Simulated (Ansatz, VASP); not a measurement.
**One calculation of Ag, two programs**

INCAR

```
PREC = Accurate
ENCUT = 520
EDIFF = 1E-8
ISMEAR = -1
SIGMA = 0.08
LREAL = F
LASPH = T
NELM = 100
ALGO = Normal
ISIF = 2
LWAVE = F
LCHARG = F
GGA = PE
LEFG = T
NBANDS = 30
```

Contents of KPOINTS:

```
Automatic mesh
0
Gamma
  14 14 4
```

Contents of POSCAR:

```
Ag
1.0
    2.8957876797      0.0000000000      0.0000000000
   -1.4478938399      2.5078256947      0.0000000000
    0.0000000000      0.0000000000     10.0332228354
Ag
4
Direct
    0.3333333333      0.6666666667      0.2500000000
    0.6666666667      0.3333333333      0.7500000000
    0.0000000000      0.0000000000      0.0000000000
    0.0000000000      0.0000000000      0.5000000000
```

Input for Ansatz:

```yaml
crystal:
  lattice:
    - [2.8957876797, 0.0, 0.0]
    - [-1.4478938399, 2.5078256947, 0.0]
    - [0.0, 0.0, 10.0332228354]
  atoms:
    - { symbol: Ag, position: [0.3333333333, 0.6666666667, 0.25] }
    - { symbol: Ag, position: [0.6666666667, 0.3333333333, 0.75] }
    - { symbol: Ag, position: [0.0, 0.0, 0.0] }
    - { symbol: Ag, position: [0.0, 0.0, 0.5] }
kpoints:
  mp_grid: { grid: [14, 14, 4] }
scf:
  occupations: { method: fermi_dirac, width: 0.08 }
hamiltonian:
  xc: pbe
  pseudopotentials: { kind: paw }
output:
  forces: true
  stress: true
  eigenvalues: true
  efg: { contact_densities: true }
```

Change from the starting cell: volume scaled by 1.01, PAW files.

Alike in both runs: task electric field gradients; functional PBE; k mesh 14 × 14 × 4; occupations fermi-dirac, width 0.08 eV; no spin polarisation.

|  | VASP | Ansatz |
| --- | --- | --- |
| version | VASP 6.6.1 | Ansatz 0.2.0 |
| potentials or method | VASP PAW PBE potentials, release 64 (Ag) | PAW with Ansatz's default frozen-core files, scalar-relativistic |
| plane-wave cutoff (eV) | 520 | 420 |
| valence electrons in the cell | 44 | 76 |

|  | VASP | Ansatz | Ansatz less VASP |
| --- | --- | --- | --- |
| pressure (GPa) | -1.3 | -1.2 | +0.10 |
| traceless stress, the component that is largest in VASP (GPa) | -3.10 | -3.13 | -0.021 |
| size of Vzz on the site where it differs most (V/Å²) | 9.1 | 4.0 | -5.11 |

VASP's potentials hold 44 valence electrons a cell and Ansatz's 76, so a difference there can come from the potentials and not from the codes.
